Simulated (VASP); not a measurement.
# Be16H (a cell with a defect) in VASP: a series of runs

Be16H (a cell with a defect) is run at these levels: PBE+D3(BJ); tasks: single point.

Everything below comes from runs of VASP 6.6.1. Logs are shortened: lines on timing, memory, paths and dates and some standing lists are left out, and cuts for length are marked.

### Step 1. The cell of the first run

The cell holds a defect, 17 atoms: a = 4.580 Å, b = 3.966 Å, c = 7.177 Å, α = 90.00°, β = 90.00°, γ = 90.00°.

### Step 2. Single point, PBE+D3(BJ)

Input file INCAR:

```
SYSTEM = Be16H
PREC     = Accurate       ! precision mode
ENCUT    = 520            ! plane-wave cutoff, eV
EDIFF    = 1E-7           ! SCF threshold, eV
ISMEAR   = -1             ! smearing method
SIGMA    = 0.15           ! smearing width, eV
LREAL    = Auto         
LASPH    = .TRUE.         ! aspherical terms in the spheres
NELM     = 100            ! most SCF steps
ALGO     = Normal         ! electronic algorithm
ISIF     = 2              ! what is computed and relaxed
LWAVE    = .FALSE.        ! write WAVECAR
LCHARG   = .FALSE.        ! write CHGCAR
GGA      = PE             ! functional
IVDW     = 12             ! dispersion correction
NBANDS   = 30             ! bands
```

Input file KPOINTS:

```
regular mesh
0
G
  5 6 4
  0 0 0
```

Input file POSCAR:

```
Be16H
1.0
   -2.2900000000     -3.9663960000      0.0000000000
    3.4350000000     -1.9831980000      0.0000000000
    0.0000000000      0.0000000000      7.1768600000
Be H
16 1
Direct
    0.7502600427      0.4943677229      0.0024771837
    0.4990664072      0.3323046923      0.2509419580
    0.7502342802      0.5074062967      0.4972376627
    0.4925500308      0.3368580826      0.7537298145
    0.4990645440     -0.0019373588     -0.0001529908
    0.2502304528      0.8294470320      0.2473593791
    0.4925226804     -0.0064758729      0.4970964426
    0.2502638856      0.8295193897      0.7506513705
    0.2502536488      0.5009569199      0.0034335157
    0.0014330009      0.3323049988      0.2509421538
    0.2502617788      0.5008861047      0.5001380200
    0.0079351523      0.3368872465      0.7536871290
    0.0014421094     -0.0019431035     -0.0001694811
    0.7502378305      0.8359496638      0.2483138401
    0.0079412812     -0.0064461629      0.4970791714
    0.7502420360      0.8229110409      0.7535803084
    0.7503221383      0.1650465074      0.6253400223
```

Potentials or basis: VASP PAW PBE potentials, release 64 (Be, H).

On the command line:

```console
$ cat potpaw_PBE.64/Be/POTCAR potpaw_PBE.64/H/POTCAR > POTCAR
$ mpirun -np 1 vasp_std > vasp.out
```

OUTCAR:

```text
SYSTEM = Be16H
   PREC = Accurate
   ENCUT = 520
   EDIFF = 1E-7
   ISMEAR = -1
   LREAL = Auto
   LASPH = .TRUE.
   NELM = 100
   ISIF = 2
   GGA = PE
   IVDW = 12
 IVDW          = 12

 ion  position               nearest neighbor table
   1  0.750  0.494  0.002-  16 2.21  10 2.22   2 2.22  14 2.22   4 2.23  12 2.23  13 2.28   5 2.28
                             9 2.29   9 2.29  13 2.31   5 2.31
   2  0.499  0.332  0.251-   9 2.21   1 2.22   7 2.22   3 2.22  11 2.22   5 2.24   6 2.28  10 2.28
                            14 2.28   6 2.30  10 2.30  14 2.31
   3  0.750  0.507  0.497-  14 2.21   2 2.22  10 2.22  16 2.23   7 2.26  15 2.26  12 2.29   4 2.29
                            11 2.29  11 2.29  15 2.36   7 2.36
   4  0.493  0.337  0.754-   9 2.21  12 2.22   5 2.22  11 2.23   1 2.23   8 2.25  16 2.26   3 2.29
                             7 2.29   8 2.30  16 2.36  12 2.36
   5  0.499  0.998  1.000-   6 2.21  14 2.22   4 2.22  16 2.22   8 2.22   2 2.24   9 2.28  13 2.28
                             1 2.28   9 2.30  13 2.30   1 2.31
   6  0.250  0.829  0.247-   9 2.18  15 2.21   7 2.21  13 2.21   5 2.21  11 2.23  10 2.28   2 2.28
                            14 2.29  14 2.29  10 2.30   2 2.30
   7  0.493  0.994  0.497-   6 2.21  15 2.22   2 2.22   8 2.23  14 2.23  11 2.25   3 2.26  16 2.29
                             4 2.29  11 2.30   3 2.36  15 2.36
   8  0.250  0.830  0.751-  11 2.22  13 2.22   5 2.22   7 2.23  15 2.23   9 2.23  12 2.25   4 2.25
                            16 2.29  16 2.29   4 2.30  12 2.30
   9  0.250  0.501  0.003-   6 2.18   4 2.21  12 2.21   2 2.21  10 2.21   8 2.23  13 2.28   5 2.28
                             1 2.29   1 2.29   5 2.30  13 2.30
  10  0.001  0.332  0.251-   9 2.21   1 2.22  15 2.22   3 2.22  11 2.22  13 2.24   6 2.28   2 2.28
                            14 2.28   6 2.30   2 2.30  14 2.31
  11  0.250  0.501  0.500-   8 2.22   2 2.22  10 2.22  12 2.23   4 2.23   6 2.23   7 2.25  15 2.25
                             3 2.29   3 2.29   7 2.30  15 2.30
  12  0.008  0.337  0.754-   9 2.21   4 2.22  13 2.22  11 2.23   1 2.23   8 2.25  16 2.26   3 2.29
                            15 2.29   8 2.30  16 2.36   4 2.36
  13  0.001  0.998  1.000-   6 2.21  14 2.22  12 2.22  16 2.22   8 2.22  10 2.24   9 2.28   5 2.28
                             1 2.28   9 2.30   5 2.30   1 2.31
  14  0.750  0.836  0.248-   3 2.21   5 2.22  13 2.22   1 2.22  15 2.23   7 2.23   2 2.28  10 2.28
                             6 2.29   6 2.29   2 2.31  10 2.31
  15  0.008  0.994  0.497-   6 2.21   7 2.22  10 2.22   8 2.23  14 2.23  11 2.25   3 2.26  16 2.29
                            12 2.29  11 2.30   3 2.36   7 2.36
  16  0.750  0.823  0.754-   1 2.21  13 2.22   5 2.22   3 2.23  12 2.26   4 2.26   7 2.29  15 2.29
                             8 2.29   8 2.29   4 2.36  12 2.36
  17  0.750  0.165  0.625-

  LATTYP: Found a simple orthorhombic cell.
 ALAT       =     3.9663962620
 B/A-ratio  =     1.1547004875
 C/A-ratio  =     1.8094157835

  Lattice vectors:

 A1 = (  -3.4350000000,   1.9831980000,   0.0000000000)
 A2 = (  -2.2900000000,  -3.9663960000,   0.0000000000)
 A3 = (   0.0000000000,   0.0000000000,   7.1768600000)

Analysis of symmetry for initial positions (statically):
=====================================================================
 Subroutine PRICEL returns:
 Original cell was already a primitive cell.

 Routine SETGRP: Setting up the symmetry group for a
 simple orthorhombic supercell.

 Subroutine GETGRP returns: Found  1 space group operations
 (whereof  1 operations were pure point group operations)
 out of a pool of  8 trial point group operations.

The static configuration has the point symmetry C_1 .

Analysis of symmetry for dynamics (positions and initial velocities):
=====================================================================
 Subroutine PRICEL returns:
 Original cell was already a primitive cell.

 Routine SETGRP: Setting up the symmetry group for a
 simple orthorhombic supercell.

 Subroutine GETGRP returns: Found  1 space group operations
 (whereof  1 operations were pure point group operations)
 out of a pool of  8 trial point group operations.

The dynamic configuration has the point symmetry C_1 .

 Subroutine INISYM returns: Found  1 space group operations
 (whereof  1 operations are pure point group operations),
 and found     1 'primitive' translations

----------------------------------------------------------------------------------------

                                     Primitive cell

  volume of cell :     130.3755

  direct lattice vectors                    reciprocal lattice vectors
    -2.290000000 -3.966396000  0.000000000    -0.109170306 -0.189088533  0.000000000
[... 57 lines left out ...]
     0.036390102 -0.021009837  0.000000000    -0.000000000  0.166666667  0.000000000
     0.000000000  0.000000000  0.034834175     0.000000000  0.000000000  0.250000000

  Length of vectors
     0.043668125  0.042019671  0.034834175

  Shift w.r.t. Gamma in fractional coordinates (k-lattice)
     0.000000000  0.000000000  0.000000000

 Subroutine IBZKPT returns following result:
 ===========================================

 Found     62 irreducible k-points:

 Following reciprocal coordinates:
            Coordinates               Weight
  0.000000  0.000000  0.000000      1.000000
  0.200000  0.000000  0.000000      2.000000
  0.400000  0.000000  0.000000      2.000000
  0.000000  0.166667  0.000000      2.000000
  0.200000  0.166667  0.000000      2.000000
 -0.200000  0.166667  0.000000      2.000000
[... 16 lines left out ...]
  0.000000  0.166667 -0.250000      2.000000
  0.200000  0.166667  0.250000      2.000000
 [... further k-points ...]
   k-points           NKPTS =     62   k-points in BZ     NKDIM =     62   number of bands    NBANDS=     30
   number of dos      NEDOS =    301   number of ions     NIONS =     17
   total plane-waves  NPLWV =  58320
   dimension x,y,z NGX =    36 NGY =   30 NGZ =   54
   dimension x,y,z NGXF=    72 NGYF=   60 NGZF=  108
   ions per type =              16   1
   NGX,Y,Z   is equivalent  to a cutoff of  13.07, 12.57, 12.51 a.u.
   NGXF,Y,Z  is equivalent  to a cutoff of  26.13, 25.15, 25.02 a.u.
 SYSTEM =  Be16H
   PREC   = accura    normal or accurate (medium, high low for compatibility)
   ISTART =      0    job   : 0-new  1-cont  2-samecut
   ICHARG =      2    charge: 1-file 2-atom 10-const
   ISPIN  =      1    spin polarized calculation?
   LNONCOLLINEAR =      F non collinear calculations
   LSORBIT =      F    spin-orbit coupling
   LASPH  =      T    aspherical Exc in radial PAW
   ENCUT  =  520.0 eV  38.22 Ry    6.18 a.u.   8.52  7.37 13.34*2*pi/ulx,y,z
   NELM   =    100;   NELMIN=  2; NELMDL= -5     # of ELM steps
   EDIFF  = 0.1E-06   stopping-criterion for ELM
   LREAL  =      T    real-space projection
   EDIFFG = 0.1E-05   stopping-criterion for IOM
   NSW    =      0    number of steps for IOM
   IBRION =     -1    ionic relax: 0-MD 1-quasi-New 2-CG
   NFREE  =      0    steps in history (QN), initial steepest desc. (CG)
   ISIF   =      2    stress and relaxation
   ISYM   =      2    0-nonsym 1-usesym 2-fastsym
   POTIM  = 0.5000    time-step for ionic-motion
   TEBEG  =    0.0;   TEEND  =   0.0 temperature during run
   PSTRESS=    0.0 pullay stress
   NELECT =      33.0000    total number of electrons
   NUPDOWN=      -1.0000    fix difference up-down
   EMIN   =  10.00;   EMAX   =-10.00  energy-range for DOS
   EFERMI =   0.00;   METHOD = LEGACY
   ISMEAR =    -1;   SIGMA  =   0.15  broadening in eV -4-tet -1-fermi 0-gaus
   EFERMI_NEDOS =   21; number of points for ismear=-14 and -15
   IALGO  =     38    algorithm
   IMIX   =      4    mixing-type and parameters
     AMIX     =   0.40;   BMIX     =  1.00
     AMIX_MAG =   1.60;   BMIX_MAG =  1.00
  volume/ion in A,a.u.               =       7.67        51.75
  Fermi-wavevector in a.u.,A,eV,Ry     =   1.035573  1.956950 14.591049  1.072412
  Thomas-Fermi vector in A             =   2.169923
   LORBIT       =      0    0 simple, 1 ext, 2 COOP (PROOUT), +10 PAW based schemes
   GGA     = PE    functional components
   LHFCALC =     F    Hartree Fock is set to
   AEXX    =    0.0000 exact exchange contribution
   IVDW    =    12    specifies the selected vdW correction
   LEPSILON=     F    determine dielectric tensor
   LRPA    =     F    only Hartree local field effects (RPA)
 non-spin polarized calculation
  energy-cutoff  :      520.00
  volume of cell :      130.38
 maximum number of plane-waves:      3532
 NGX is ok and might be reduce to    36
   NGX = 17   NGY = 15   NGZ = 27

 number of electron      33.0000001 magnetization

 Free energy of the ion-electron system (eV)
  ---------------------------------------------------
  ext. energy  EPLUGINS =         0.00000000
  ---------------------------------------------------
  free energy    TOTEN  =       -61.85186771 eV

  energy without entropy =      -61.70771823  energy(sigma->0) =      -61.77979297

 E-fermi :   7.3705     XC(G=0): -10.5852

 val. band max:        7.3688482432   @ k =  -0.2000   0.1667   0.0000
 cond. band min:       7.3758327240   @ k =   0.0000   0.0000   0.0000
 fundamental gap:      0.0069844808
 Fermi energy:         7.3705334662

 k-point     1 :       0.0000    0.0000    0.0000
  band No.  band energies     occupation
      1      -5.1938      2.00000
      2      -3.0243      2.00000
      3      -2.1720      2.00000
      4      -0.2014      2.00000
      5       0.9696      2.00000
      6       1.5481      2.00000
[... 733 lines left out ...]
     27      11.9920      0.00000
     28      12.2838      0.00000

 [... further k-points ...]

 [bands above 28 left out]

------------------------ aborting loop because EDIFF is reached ----------------------------------------

 Edisp (eV)   -5.70795

 E8    (eV) :    -1.9582

  FORCE on cell =-STRESS in cart. coord.  units (eV):
  Direction    XX          YY          ZZ          XY          YZ          ZX
  --------------------------------------------------------------------------------------
  -------------------------------------------------------------------------------------
  Total      -5.34522    -5.02641    -7.32031     0.27576    -0.03226     0.05618
  in kB     -65.68705   -61.76930   -89.95886     3.38879    -0.39639     0.69036
  external pressure =      -72.47 kB  Pullay stress =        0.00 kB

 VOLUME and BASIS-vectors are now :
 -----------------------------------------------------------------------------
  energy-cutoff  :      520.00
  volume of cell :      130.38
      direct lattice vectors                 reciprocal lattice vectors
    -2.290000000 -3.966396000  0.000000000    -0.109170306 -0.189088533  0.000000000
     3.435000000 -1.983198000  0.000000000     0.218340611 -0.126059022  0.000000000
     0.000000000  0.000000000  7.176860000     0.000000000  0.000000000  0.139336702

 POSITION                                       TOTAL-FORCE (eV/Angst)
 -----------------------------------------------------------------------------------
     -0.01994     -3.95626      0.01778        -0.002085      0.001695      0.000526
     -0.00140     -2.63852      1.80098         0.000785     -0.000355      0.002090
      0.02490     -3.98201      3.56861        -0.004233      0.002192      0.000845
      0.02917     -2.62170      5.40941        -0.001175      0.002332      0.000427
      2.28549     -3.95884      7.17576        -0.000931      0.000217     -0.001413
      2.27612     -2.63747      1.77526         0.001506     -0.001581      0.000312
[... 9 lines left out ...]
      1.10865     -4.60775      5.40834         0.004163     -0.002388     -0.002384
     -1.15130     -3.30339      4.48798         0.001053      0.000299      0.001152
 -----------------------------------------------------------------------------------
    total drift:                               -0.001892      0.000833     -0.000124

  FREE ENERGIE OF THE ION-ELECTRON SYSTEM (eV)
  ---------------------------------------------------
  free  energy   TOTEN  =       -67.5598143261 eV

  energy  without entropy=      -67.4156648454  energy(sigma->0) =      -67.48773959
```

Wall time 9.3 min (1 thread of Oxide Virtual Turin-like, shared host); peak memory 0.28 GiB.

What came out:

| Quantity | Value |
| --- | --- |
| Free energy | -67.5598 eV |
| Pressure | -7.2 GPa |
| Largest force | 0.005 eV/Å |
| Band gap on the k mesh | zero (an odd number of electrons rules out a gap without spin polarisation) |
| Dispersion energy per atom | -0.336 eV |

Forces in eV/Å, atoms in the order of the input:
```
Be  -0.002  0.002  0.001
Be   0.001  0.000  0.002
Be  -0.004  0.002  0.001
Be  -0.001  0.002  0.000
Be  -0.001  0.000 -0.001
Be   0.002 -0.002  0.000
Be   0.002 -0.001 -0.003
Be   0.002 -0.001  0.001
Be  -0.002  0.001 -0.001
Be   0.001  0.000  0.001
Be  -0.003  0.002 -0.001
Be  -0.003 -0.001  0.003
Be   0.000  0.001 -0.001
Be   0.003 -0.002  0.000
Be   0.000 -0.002 -0.002
Be   0.004 -0.002 -0.002
H    0.001  0.000  0.001
```

Levels at points of the mesh, in eV from the Fermi level:
```
           k point  band 13  band 14  band 15  band 16  band 17  band 18  band 19  band 20
(0.00, 0.00, 0.00)    -4.10    -3.66     0.01     0.03     0.35     0.45     0.81     1.07
(0.00, 0.50, 0.00)    -3.68    -3.66    -2.80    -2.59     0.24     0.52     0.70     0.78
(0.00, 0.00, 0.50)    -2.38    -2.19    -2.05    -1.96     0.46     1.39     1.57     1.74
(0.00, 0.50, 0.50)    -3.83    -3.82    -3.61    -3.56     0.85     1.55     1.60     1.94
```

(Part 1 of 2 ends here.)
